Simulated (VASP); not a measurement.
C: single point with LDA

Crystal: C.

```
C
1.0
     1.76587    1.76587    0.00000
    -1.76587    1.76587    0.00000
     0.00000    1.76587    1.76587
C
2
Direct
  0.50000 0.50000 0.00000
  0.75000 0.25000 0.50000
```

```
Program                : VASP 6.6.1
Task                   : single point
Functional             : LDA
Potentials or basis    : VASP PAW LDA potentials, release 64 (C_h)
Cutoff                 : 1300 eV
k mesh                 : 16 × 16 × 16
Occupations            : fermi-dirac, width 0.1 eV
Spin                   : no spin polarisation
Dipole correction      : no
Further INCAR settings : ALGO = Normal; EDIFF = 1e-06; NBANDS = 11
```

```json
{"Pressure": "0.9 GPa", "Band gap on the k mesh": "4.17 eV (least direct gap 5.63 eV)"}
```

Levels at points of the mesh, in eV from the valence-band top:
| k point | band 1 | band 2 | band 3 | band 4 | band 5 | band 6 | band 7 | band 8 |
| --- | --- | --- | --- | --- | --- | --- | --- | --- |
| (0.00, 0.00, 0.00) | -21.72 | 0.00 | 0.00 | 0.00 | 5.63 | 5.63 | 5.63 | 14.23 |
| (0.50, 0.00, 0.00) | -15.71 | -13.69 | -2.87 | -2.87 | 8.51 | 8.51 | 9.42 | 15.67 |
| (0.50, 0.50, 0.00) | -12.82 | -12.82 | -6.47 | -6.47 | 4.77 | 4.77 | 17.07 | 17.07 |

Run time: 28 s on 1 thread of AMD EPYC 9R45 96-Core Processor (Zen 5) (shared host), peak memory 0.15 GiB.

A k mesh can miss the band edges.
